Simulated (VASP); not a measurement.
## SiC4: single point with PBE

Crystal: SiC4.

```
Si C
1.0
     3.16235    0.00000    0.00000
     0.00000    3.16235    0.00000
     0.00000    0.00000    3.95626
Si C
1 4
Direct
  0.50000 0.50000 0.00000
  0.00000 0.50000 0.67945
  0.50000 0.00000 0.67945
  0.00000 0.50000 0.32055
  0.50000 0.00000 0.32055
```

```
Program                : VASP 6.6.1
Task                   : single point
Functional             : PBE
Potentials or basis    : VASP PAW PBE potentials, release 64 (Si, C)
Cutoff                 : 520 eV
k mesh                 : 6 × 6 × 4
Occupations            : gaussian, width 0.1 eV
Spin                   : no spin polarisation
Dipole correction      : no
Further INCAR settings : ALGO = Normal; EDIFF = 1e-07; NBANDS = 18
```

| Quantity | Value |
| --- | --- |
| Pressure | 0.3 GPa |
| Largest force | 0.070 eV/Å |
| Band gap on the k mesh | zero (band 10 reaches 9.58 eV, above the bottom of band 11 at 8.45 eV) |

Forces on the atoms (eV/Å):
```
Si   0.000  0.000  0.000
C    0.000  0.000  0.070
C    0.000  0.000  0.070
C    0.000  0.000 -0.070
C    0.000  0.000 -0.070
```

Stress tensor (GPa, compression positive):
```
0.15 0.00 0.00
0.00 0.15 0.00
0.00 0.00 0.45
```

Levels at points of the mesh, in eV from the Fermi level:
```csv
k point,band 6,band 7,band 8,band 9,band 10,band 11,band 12,band 13,band 14,band 15
"(0.00, 0.00, 0.00)",-6.99,-4.06,-1.75,-0.80,-0.80,1.41,1.41,3.16,6.52,6.52
"(0.50, 0.00, 0.00)",-7.51,-4.76,-3.13,-3.04,-2.02,1.07,2.56,3.31,4.38,5.64
"(0.50, 0.50, 0.00)",-7.43,-6.29,-6.29,-5.65,-1.75,0.90,2.56,3.59,5.64,7.73
"(0.00, 0.00, 0.50)",-5.65,-5.18,-3.43,-3.43,0.58,1.90,1.90,3.36,5.16,5.52
"(0.50, 0.00, 0.50)",-3.77,-3.67,-2.41,-1.64,-0.40,-0.32,-0.29,1.50,2.45,5.55
"(0.50, 0.50, 0.50)",-9.30,-8.02,-4.31,-2.32,-2.32,3.12,3.79,6.46,7.78,8.28
```

Run time: 7.7 s on 1 thread of Intel(R) Xeon(R) 6975P-C (Granite Rapids) (shared host), peak memory 0.14 GiB.

Caveat: the k points lie up to 0.40 Å⁻¹ apart.
